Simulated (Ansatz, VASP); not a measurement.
## BN in VASP and in Ansatz

```
CELL_PARAMETERS angstrom
4.33230 0.00000 0.00000
0.00000 4.33230 0.00000
0.00000 0.00000 2.53803
ATOMIC_POSITIONS crystal
B 0.17413 0.82587 0.50000
B 0.32587 0.32587 0.00000
B 0.67413 0.67413 0.00000
B 0.82587 0.17413 0.50000
N 0.81239 0.81239 0.50000
N 0.31239 0.68761 0.00000
N 0.68761 0.31239 0.00000
N 0.18761 0.18761 0.50000
```

Alike in both runs: task single point; functional PBEsol; k mesh 6 × 6 × 10; occupations gaussian, width 0.05 eV; no spin polarisation.

```csv
,VASP,Ansatz
version,VASP 6.6.1,Ansatz 0.2.0
potentials or method,"VASP PAW PBE potentials, release 64 (B, N), cutoff 520 eV","scalar-relativistic, plane waves, PAW"
valence electrons in the cell,32,32
```

|  | VASP | Ansatz | Ansatz less VASP |
| --- | --- | --- | --- |
| gap on the k mesh at the Fermi level (eV) | 4.54 | 4.55 | +0.014 |
| least direct gap on the mesh (eV) | 5.68 | 5.69 | +0.014 |
| pressure (GPa) | 12.1 | 11.2 | -0.86 |
| traceless stress, the component that is largest in VASP (GPa) | -8.07 | -8.10 | -0.021 |
| rms of the force components (eV/Å) | 0.108 | 0.102 | -0.0057 |

VASP's potentials were made for PBE, not for PBEsol, and Ansatz warns of the same on its side. Atom by atom the forces differ by 0.006 eV/Å (rms over components).
